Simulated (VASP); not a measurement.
# KPrBr4 (P4/mmm) in VASP: further runs

Runs on KPrBr4. Level: PBE. Tasks: single point, relaxation of cell and atoms.

Everything below comes from runs of VASP 6.6.1. Logs are shortened: lines on timing, memory, paths and dates and some standing lists are left out, and cuts for length are marked.

## Step 1: The cell of the first run

Symmetry: P4/mmm, No. 123, tetragonal system. Conventional cell: a = 5.260 Å, b = 5.260 Å, c = 8.311 Å, α = 90.00°, β = 90.00°, γ = 90.00°. Within 4.7 Å of K (site symmetry 4/mmm) lie 8 Br at 3.56 Å. Within 4.2 Å of Pr (site symmetry 4/mmm) lie 8 Br at 3.16 Å. Within 4.2 Å of Br (site symmetry 2mm) lie 2 Pr at 3.16 Å and 5 Br at 3.51 to 3.72 Å and 2 K at 3.56 Å.

## Step 2: Single point, PBE (38.32 Å³/atom)

Contents of INCAR:

```
SYSTEM = KPrBr4
PREC = Accurate
ENCUT = 500
EDIFF = 1E-6
ISMEAR = 0
SIGMA = 0.02
LREAL = .False.
LASPH = .True.
NELM = 200
ALGO = Normal
ISIF = 2
LWAVE = .False.
LCHARG = .False.
GGA = PE
NBANDS = 33
GGA_COMPAT = .False.
LMAXMIX = 6
```

Contents of KPOINTS:

```
Automatic mesh
0
Gamma
  6 6 4
  0 0 0
```

Contents of POSCAR:

```
KPrBr4
1.0
    5.2596517769      0.0000000000      0.0000000000
    0.0000000000      5.2596517769      0.0000000000
    0.0000000000      0.0000000000      8.3113712840
K Pr Br
1 1 4
Direct
    0.5000000000      0.5000000000      0.5000000000
    0.0000000000      0.0000000000      0.0000000000
    0.5000000000      0.0000000000      0.7885890113
    0.0000000000      0.5000000000      0.2114109887
    0.5000000000      0.0000000000      0.2114109887
    0.0000000000      0.5000000000      0.7885890113
```

Potentials or basis: VASP PAW PBE potentials, release 64 (K_sv, Pr_3, Br), 4f in core.

Run with:

```bash
cat potpaw_PBE.64/K_sv/POTCAR potpaw_PBE.64/Pr_3/POTCAR potpaw_PBE.64/Br/POTCAR > POTCAR
mpirun -np 1 vasp_std > vasp.out
```

OUTCAR:

```text
SYSTEM = KPrBr4
   PREC = Accurate
   ENCUT = 500
   EDIFF = 1E-6
   ISMEAR = 0
   LREAL = .False.
   LASPH = .True.
   NELM = 200
   ISIF = 2
   GGA = PE

 ion  position               nearest neighbor table
   1  0.500  0.500  0.500-
   2  0.000  0.000  0.000-   3 3.16   4 3.16   5 3.16   6 3.16   4 3.16   6 3.16   3 3.16   5 3.16

   3  0.500  0.000  0.789-   2 3.16   2 3.16
   4  0.000  0.500  0.211-   2 3.16   2 3.16
   5  0.500  0.000  0.211-   2 3.16   2 3.16
   6  0.000  0.500  0.789-   2 3.16   2 3.16

  LATTYP: Found a simple tetragonal cell.
 ALAT       =     5.2596517769
 C/A-ratio  =     1.5802132226

  Lattice vectors:

 A1 = (   5.2596517769,   0.0000000000,   0.0000000000)
 A2 = (   0.0000000000,   5.2596517769,   0.0000000000)
 A3 = (   0.0000000000,   0.0000000000,   8.3113712840)

Analysis of symmetry for initial positions (statically):
=====================================================================
 Subroutine PRICEL returns:
 Original cell was already a primitive cell.

 Routine SETGRP: Setting up the symmetry group for a
 simple tetragonal supercell.

 Subroutine GETGRP returns: Found 16 space group operations
 (whereof 16 operations were pure point group operations)
 out of a pool of 16 trial point group operations.

The static configuration has the point symmetry D_4h.

Analysis of symmetry for dynamics (positions and initial velocities):
=====================================================================
 Subroutine PRICEL returns:
 Original cell was already a primitive cell.

 Routine SETGRP: Setting up the symmetry group for a
 simple tetragonal supercell.

 Subroutine GETGRP returns: Found 16 space group operations
 (whereof 16 operations were pure point group operations)
 out of a pool of 16 trial point group operations.

The dynamic configuration has the point symmetry D_4h.

 Subroutine INISYM returns: Found 16 space group operations
 (whereof 16 operations are pure point group operations),
 and found     1 'primitive' translations

----------------------------------------------------------------------------------------

                                     Primitive cell

  volume of cell :     229.9253

  direct lattice vectors                    reciprocal lattice vectors
     5.259651777  0.000000000  0.000000000     0.190126655  0.000000000  0.000000000
     0.000000000  5.259651777  0.000000000     0.000000000  0.190126655  0.000000000
     0.000000000  0.000000000  8.311371284     0.000000000  0.000000000  0.120317089

  length of vectors
     5.259651777  5.259651777  8.311371284     0.190126655  0.190126655  0.120317089

  position of ions in fractional coordinates (direct lattice)
     0.500000000  0.500000000  0.500000000
     0.000000000  0.000000000  0.000000000
     0.500000000  0.000000000  0.788589011
     0.000000000  0.500000000  0.211410989
     0.500000000  0.000000000  0.211410989
     0.000000000  0.500000000  0.788589011

  ion indices of the primitive-cell ions
   primitive index   ion index
                 1           1
                 2           2
                 3           3
                 4           4
                 5           5
                 6           6

----------------------------------------------------------------------------------------

 KPOINTS: Automatic mesh

Automatic generation of k-mesh.
 Grid dimensions read from file:
 generate k-points for:    6    6    4

 Generating k-lattice:

  Cartesian coordinates                     Fractional coordinates (reciprocal lattice)
     0.031687776  0.000000000  0.000000000     0.166666667  0.000000000  0.000000000
     0.000000000  0.031687776  0.000000000     0.000000000  0.166666667  0.000000000
     0.000000000  0.000000000  0.030079272     0.000000000  0.000000000  0.250000000

  Length of vectors
     0.031687776  0.031687776  0.030079272

  Shift w.r.t. Gamma in fractional coordinates (k-lattice)
     0.000000000  0.000000000  0.000000000

 Subroutine IBZKPT returns following result:
 ===========================================

 Found     30 irreducible k-points:

 Following reciprocal coordinates:
            Coordinates               Weight
  0.000000  0.000000  0.000000      1.000000
  0.166667  0.000000  0.000000      4.000000
  0.333333  0.000000  0.000000      4.000000
  0.500000  0.000000  0.000000      2.000000
  0.166667  0.166667  0.000000      4.000000
  0.333333  0.166667  0.000000      8.000000
[... 16 lines left out ...]
  0.333333  0.000000  0.500000      4.000000
  0.500000  0.000000  0.500000      2.000000
 [... further k-points ...]
   k-points           NKPTS =     30   k-points in BZ     NKDIM =     30   number of bands    NBANDS=     33
   number of dos      NEDOS =    301   number of ions     NIONS =      6
   total plane-waves  NPLWV = 102400
   dimension x,y,z NGX =    40 NGY =   40 NGZ =   64
   dimension x,y,z NGXF=    80 NGYF=   80 NGZF=  128
   ions per type =               1   1   4
   NGX,Y,Z   is equivalent  to a cutoff of  12.64, 12.64, 12.80 a.u.
   NGXF,Y,Z  is equivalent  to a cutoff of  25.29, 25.29, 25.60 a.u.
 SYSTEM =  KPrBr4
   PREC   = accura    normal or accurate (medium, high low for compatibility)
   ISTART =      0    job   : 0-new  1-cont  2-samecut
   ICHARG =      2    charge: 1-file 2-atom 10-const
   ISPIN  =      1    spin polarized calculation?
   LNONCOLLINEAR =      F non collinear calculations
   LSORBIT =      F    spin-orbit coupling
   LASPH  =      T    aspherical Exc in radial PAW
   ENCUT  =  500.0 eV  36.75 Ry    6.06 a.u.   9.59  9.59 15.15*2*pi/ulx,y,z
   NELM   =    200;   NELMIN=  2; NELMDL= -5     # of ELM steps
   EDIFF  = 0.1E-05   stopping-criterion for ELM
   LREAL  =      F    real-space projection
   EDIFFG = 0.1E-04   stopping-criterion for IOM
   NSW    =      0    number of steps for IOM
   IBRION =     -1    ionic relax: 0-MD 1-quasi-New 2-CG
   NFREE  =      0    steps in history (QN), initial steepest desc. (CG)
   ISIF   =      2    stress and relaxation
   ISYM   =      2    0-nonsym 1-usesym 2-fastsym
   POTIM  = 0.5000    time-step for ionic-motion
   TEBEG  =    0.0;   TEEND  =   0.0 temperature during run
   PSTRESS=    0.0 pullay stress
   NELECT =      48.0000    total number of electrons
   NUPDOWN=      -1.0000    fix difference up-down
   EMIN   =  10.00;   EMAX   =-10.00  energy-range for DOS
   EFERMI =   0.00;   METHOD = LEGACY
   ISMEAR =     0;   SIGMA  =   0.02  broadening in eV -4-tet -1-fermi 0-gaus
   EFERMI_NEDOS =   21; number of points for ismear=-14 and -15
   IALGO  =     38    algorithm
   IMIX   =      4    mixing-type and parameters
     AMIX     =   0.40;   BMIX     =  1.00
     AMIX_MAG =   1.60;   BMIX_MAG =  1.00
  volume/ion in A,a.u.               =      38.32       258.60
  Fermi-wavevector in a.u.,A,eV,Ry     =   0.971165  1.835236 12.832491  0.943161
  Thomas-Fermi vector in A             =   2.101360
   LORBIT       =      0    0 simple, 1 ext, 2 COOP (PROOUT), +10 PAW based schemes
   GGA     = PE    functional components
   LHFCALC =     F    Hartree Fock is set to
   AEXX    =    0.0000 exact exchange contribution
   IVDW    =     0    specifies the selected vdW correction
   LEPSILON=     F    determine dielectric tensor
   LRPA    =     F    only Hartree local field effects (RPA)
 non-spin polarized calculation
 Gauss-broadening in eV      SIGMA  =   0.02
  energy-cutoff  :      500.00
  volume of cell :      229.93
 maximum number of plane-waves:      5868
 NGX is ok and might be reduce to    40
   NGX = 19   NGY = 19   NGZ = 31

 number of electron      48.0000002 magnetization

 Free energy of the ion-electron system (eV)
  ---------------------------------------------------
  ext. energy  EPLUGINS =         0.00000000
  ---------------------------------------------------
  free energy    TOTEN  =       -23.16768912 eV

  energy without entropy =      -23.16768912  energy(sigma->0) =      -23.16768912

 E-fermi :  -0.1296     XC(G=0):  -7.4447

 val. band max:       -0.3227933164   @ k =   0.5000   0.5000   0.0000
 cond. band min:       2.3257150313   @ k =   0.0000   0.0000   0.0000
 fundamental gap:      2.6485083477
 Fermi energy:        -0.1296292457

 k-point     1 :       0.0000    0.0000    0.0000
  band No.  band energies     occupation
      1     -36.8840      2.00000
      2     -29.3558      2.00000
      3     -18.7801      2.00000
      4     -18.6803      2.00000
      5     -18.6803      2.00000
      6     -14.0775      2.00000
[... 25 lines left out ...]
     32       6.0643      0.00000
     33       6.9626      0.00000

 k-point     2 :       0.1667    0.0000    0.0000
  band No.  band energies     occupation
      1     -36.8839      2.00000
      2     -29.3557      2.00000
      3     -18.7750      2.00000
      4     -18.6974      2.00000
      5     -18.6800      2.00000
      6     -14.0330      2.00000
[... 25 lines left out ...]
     32       6.5296      0.00000
     33       6.7358      0.00000

 k-point     3 :       0.3333    0.0000    0.0000
  band No.  band energies     occupation
      1     -36.8836      2.00000
      2     -29.3556      2.00000
      3     -18.7648      2.00000
      4     -18.7308      2.00000
      5     -18.6794      2.00000
      6     -13.9372      2.00000
[... 25 lines left out ...]
     32       6.4796      0.00000
     33       6.6972      0.00000

 k-point     4 :       0.5000    0.0000    0.0000
  band No.  band energies     occupation
      1     -36.8835      2.00000
      2     -29.3555      2.00000
      3     -18.7597      2.00000
      4     -18.7472      2.00000
      5     -18.6790      2.00000
      6     -13.8813      2.00000
[... 673 lines left out ...]
     32       6.2689      0.00000
     33       6.4587      0.00000

 k-point    23 :       0.3333    0.0000    0.5000
  band No.  band energies     occupation
      1     -36.8836      2.00000
      2     -29.3556      2.00000
      3     -18.7649      2.00000
      4     -18.7308      2.00000
      5     -18.6794      2.00000
      6     -13.9327      2.00000
[... 25 lines left out ...]
     32       6.4275      0.00000
     33       6.5826      0.00000

 k-point    24 :       0.5000    0.0000    0.5000
  band No.  band energies     occupation
      1     -36.8835      2.00000
      2     -29.3555      2.00000
      3     -18.7597      2.00000
      4     -18.7472      2.00000
      5     -18.6790      2.00000
      6     -13.8439      2.00000
[... 25 lines left out ...]
     32       6.4554      0.00000
     33       6.6974      0.00000

 [... further k-points ...]

------------------------ aborting loop because EDIFF is reached ----------------------------------------

  FORCE on cell =-STRESS in cart. coord.  units (eV):
  Direction    XX          YY          ZZ          XY          YZ          ZX
  --------------------------------------------------------------------------------------
  -------------------------------------------------------------------------------------
  Total       -2.4854279     -2.4854279     -2.3023935      0.0000000     -0.0000000     -0.0000000
  in kB      -17.3190909    -17.3190909    -16.0436604      0.0000000     -0.0000000     -0.0000000
  external PRESSURE =     -16.8939474 kB  Pullay stress =       0.0000000 kB

 VOLUME and BASIS-vectors are now :
 -----------------------------------------------------------------------------
  energy-cutoff  :      500.00
  volume of cell :      229.93
      direct lattice vectors                 reciprocal lattice vectors
     5.259651777  0.000000000  0.000000000     0.190126655  0.000000000  0.000000000
     0.000000000  5.259651777  0.000000000     0.000000000  0.190126655  0.000000000
     0.000000000  0.000000000  8.311371284     0.000000000  0.000000000  0.120317089

 POSITION                                       TOTAL-FORCE (eV/Angst)
 -----------------------------------------------------------------------------------
      2.62983      2.62983      4.15569         0.000000      0.000000     -0.000000
      0.00000      0.00000      0.00000         0.000000      0.000000     -0.000000
      2.62983      0.00000      6.55426         0.000000     -0.000000      0.004916
      0.00000      2.62983      1.75712         0.000000      0.000000     -0.004916
      2.62983      0.00000      1.75712         0.000000     -0.000000     -0.004916
      0.00000      2.62983      6.55426         0.000000      0.000000      0.004916
 -----------------------------------------------------------------------------------
    total drift:                                0.000000      0.000000     -0.000000

  FREE ENERGIE OF THE ION-ELECTRON SYSTEM (eV)
  ---------------------------------------------------
  free  energy   TOTEN  =       -23.1676891214 eV

  energy  without entropy=      -23.1676891214  energy(sigma->0) =      -23.16768912
```

It took 2.1 min on 1 thread of Intel Xeon 6975P-C (Granite Rapids), shared host; peak memory 0.43 GiB.

What came out:

```yaml
Free_energy: -23.1677 eV
Pressure: -1.7 GPa
Largest_force: 0.005 eV/Å
Band_gap_on_the_k_mesh: 2.65 eV (least direct gap 2.85 eV)
```

Forces in eV/Å, atoms in the order of the input:
```
K    0.000  0.000  0.000
Pr   0.000  0.000  0.000
Br   0.000  0.000  0.005
Br   0.000  0.000 -0.005
Br   0.000  0.000 -0.005
Br   0.000  0.000  0.005
```

Stress tensor (GPa, compression positive):
```
-1.73  0.00  0.00
 0.00 -1.73  0.00
 0.00  0.00 -1.60
```

Caveat: spin-orbit coupling is left out, which moves the levels of the heavy elements; the 4f electrons are frozen in the core, so they carry no moment and show no levels. Spin polarisation is off, so any magnetic state and its effect on volume and gap are missing.

## Step 3: Relaxation of cell and atoms, PBE

This run uses another cell than the first one, of 29.76 Å³/atom.

Contents of INCAR:

```
SYSTEM = KPrBr4
ALGO = Normal
EDIFF = 1E-7
EDIFFG = -0.04
ENCUT = 500
GGA = PE
GGA_COMPAT = .False.
IBRION = 2
ISIF = 3
ISMEAR = 0
LASPH = .True.
LCHARG = .False.
LMAXMIX = 6
LREAL = .False.
LWAVE = .False.
NELM = 200
NELMIN = 4
NSW = 90
PREC = Accurate
SIGMA = 0.1
```

Contents of KPOINTS:

```
k-points
0
Gamma
  4 4 4
  0 0 0
```

Contents of POSCAR:

```
KPrBr4
1.0
    5.0150628500      0.0000000000      0.0000000000
    0.0000000000      5.0150628500      0.0000000000
    0.0000000000      0.0000000000      7.0994603000
K Pr Br
1 1 4
Direct
    0.5000000000      0.5000000000      0.5000000000
    0.0000000000      0.0000000000      0.0000000000
    0.5000000000      0.0000000000      0.7464669900
    0.0000000000      0.5000000000      0.2535330100
    0.5000000000      0.0000000000      0.2535330100
    0.0000000000      0.5000000000      0.7464669900
```

Potentials or basis: VASP PAW PBE potentials, release 64 (K_sv, Pr_3, Br), 4f in core.

Run with:

```bash
cat potpaw_PBE.64/K_sv/POTCAR potpaw_PBE.64/Pr_3/POTCAR potpaw_PBE.64/Br/POTCAR > POTCAR
mpirun -np 1 vasp_std > vasp.out
```

It took 9.1 min on 1 thread of Intel Xeon 6975P-C (Granite Rapids), shared host; peak memory 0.35 GiB.

The run converged. Its results:

* Free energy: -23.2803 eV
* Relaxed volume: 34.71 Å³/atom
* Relaxed cell: a = 5.136 Å, b = 5.136 Å, c = 7.895 Å, α = 90.00°, β = 90.00°, γ = 90.00°
* Space group after relaxing (to 0.1 Å): P4/mmm (No. 123)
* Energy gained by relaxing: 104.2 meV/atom
* Ionic steps: 10
* Pressure after relaxing: 0.1 GPa
* Largest force after relaxing: 0.009 eV/Å
* Band gap on the k mesh: 2.65 eV (least direct gap 2.93 eV)

Forces in eV/Å, atoms in the order of the input:
```
K    0.000  0.000  0.000
Pr   0.000  0.000  0.000
Br   0.000  0.000 -0.009
Br   0.000  0.000  0.009
Br   0.000  0.000  0.009
Br   0.000  0.000 -0.009
```

Stress tensor (GPa, compression positive):
```
0.13 0.00 0.00
0.00 0.13 0.00
0.00 0.00 0.04
```

Step by step:
| step | energy change (eV) | largest force (eV/Å) | pressure (GPa) | volume (Å³) |
| --- | --- | --- | --- | --- |
| 1 | 0.0000 | 0.8008 | 4.10 | 178.56 |
| 2 | -0.3476 | 0.6966 | -0.07 | 198.96 |
| 3 | -0.3591 | 0.6820 | -0.77 | 203.90 |
| 4 | -0.4643 | 0.4853 | -0.46 | 203.30 |
| 5 | -0.5749 | 0.0057 | 0.47 | 201.95 |
| 6 | -0.5758 | 0.0503 | 0.60 | 201.80 |
| 7 | -0.6178 | 0.0079 | 0.05 | 207.05 |
| 8 | -0.6238 | 0.0234 | -0.28 | 210.80 |
| 9 | -0.6241 | 0.0174 | -0.22 | 210.10 |
| 10 | -0.6252 | 0.0089 | 0.10 | 208.27 |

Final structure:
```
K Pr Br
1.0
     5.13615    0.00000    0.00000
     0.00000    5.13615    0.00000
     0.00000    0.00000    7.89494
K Pr Br
1 1 4
Direct
  0.50000 0.50000 0.50000
  0.00000 0.00000 0.00000
  0.50000 0.00000 0.77890
  0.00000 0.50000 0.22110
  0.50000 0.00000 0.22110
  0.00000 0.50000 0.77890
```

Levels at points of the mesh, in eV from the valence-band top:
```tsv
k point	band 22	band 23	band 24	band 25	band 26	band 27
(0.00, 0.00, 0.00)	-0.68	-0.68	-0.55	2.66	2.86	3.97
(0.50, 0.00, 0.00)	-1.38	-1.05	-0.84	2.77	3.42	4.07
(0.50, 0.50, 0.00)	-0.60	-0.24	0.00	2.93	3.11	3.74
(0.00, 0.00, 0.50)	-0.69	-0.63	-0.63	2.74	2.87	4.97
(0.50, 0.00, 0.50)	-1.55	-1.31	-1.18	2.83	3.39	3.94
(0.50, 0.50, 0.50)	-0.62	-0.19	-0.06	3.02	3.32	3.65
```

Caveat: the volume moved by over 15 % at a fixed basis, so the end points are rough; spin-orbit coupling is left out, which moves the levels of the heavy elements; the 4f electrons are frozen in the core, so they carry no moment and show no levels.
